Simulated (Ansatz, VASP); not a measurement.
**One calculation of TiH2, two programs**

```
Ti H
1.0
    -1.57583    1.57583    2.10811
     1.57583   -1.57583    2.10811
     1.57583    1.57583   -2.10811
Ti H
1 2
Direct
  0.00000 0.00000 0.00000
  0.75000 0.25000 0.50000
  0.25000 0.75000 0.50000
```

Alike in both runs: functional r2SCAN; k mesh 13 × 13 × 13; occupations fermi-dirac, width 0.1 eV; no spin polarisation.

Ansatz relaxed the structure, and its values are those at the end. VASP's run is a single point on that final structure, the one shown.

|  | VASP | Ansatz |
| --- | --- | --- |
| version | VASP 6.6.1 | Ansatz 0.2.0 |
| potentials or method | VASP PAW PBE potentials, release 64 (Ti_sv, H), cutoff 520 eV | PAW plane waves |
| valence electrons in the cell | 14 | 14 |

```tsv
	VASP	Ansatz	Ansatz less VASP
pressure (GPa)	3.5	3.1	-0.43
```

VASP's potentials were made for PBE, not for r2SCAN. Ansatz's warnings: stress scf threshold loose.
